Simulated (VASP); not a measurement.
A run of VASP 6.6.1:

File POSCAR:

```
Ni
1.0
    2.4480229000      0.0000000000      0.0000000000
   -1.2240114500      2.1200500200      0.0000000000
    0.0000000000      0.0000000000      4.0728075700
Ni
2
Direct
    0.3333333333      0.6666666667      0.2500000000
    0.6666666667      0.3333333333      0.7500000000
```

Contents of INCAR.step1:

```
SYSTEM = Ni
ALGO = Normal ; EDIFF = 1E-4
ENCUT = 520 ; GGA = PE
ISMEAR = -1 ; ISPIN = 2
LASPH = .True. ; LCHARG = .False.
LMAXMIX = 4 ; LREAL = .False.
LWAVE = .True. ; MAGMOM = 2 -2
NBANDS = 21 ; NELM = 150
PREC = Accurate ; SIGMA = 0.1
```

INCAR.step2

```
SYSTEM = Ni
ALGO = Normal ; EDIFF = 1E-7
ENCUT = 520 ; ISIF = 2
ISMEAR = -1 ; ISPIN = 2
ISTART = 1 ; LASPH = .True.
LCHARG = .False. ; LMAXMIX = 4
LMIXTAU = .True. ; LORBIT = 11
LREAL = .False. ; LWAVE = .False.
MAGMOM = 2 -2 ; METAGGA = R2SCAN
NBANDS = 21 ; NELM = 150
PREC = Accurate ; SIGMA = 0.1
```

File KPOINTS:

```
k-points
0
Gamma
  13 13 7
  0 0 0
```

Potentials or basis: VASP PAW PBE potentials, release 64 (Ni).

Launch:

```bash
$ cat potpaw_PBE.64/Ni/POTCAR > POTCAR
$ cp INCAR.step1 INCAR
$ mpirun -np 1 vasp_std > vasp.out
$ cp INCAR.step2 INCAR
$ mpirun -np 1 vasp_std > vasp.out
```

Hardware: 1 thread of Intel(R) Xeon(R) 6975P-C (Granite Rapids), with other jobs on the host.

Q: How long does it take, and how much memory?

A: It took 2.6 min on 1 thread of Intel(R) Xeon(R) 6975P-C (Granite Rapids), with other jobs on the host, peak memory 0.17 GiB. Counts: k points 84.
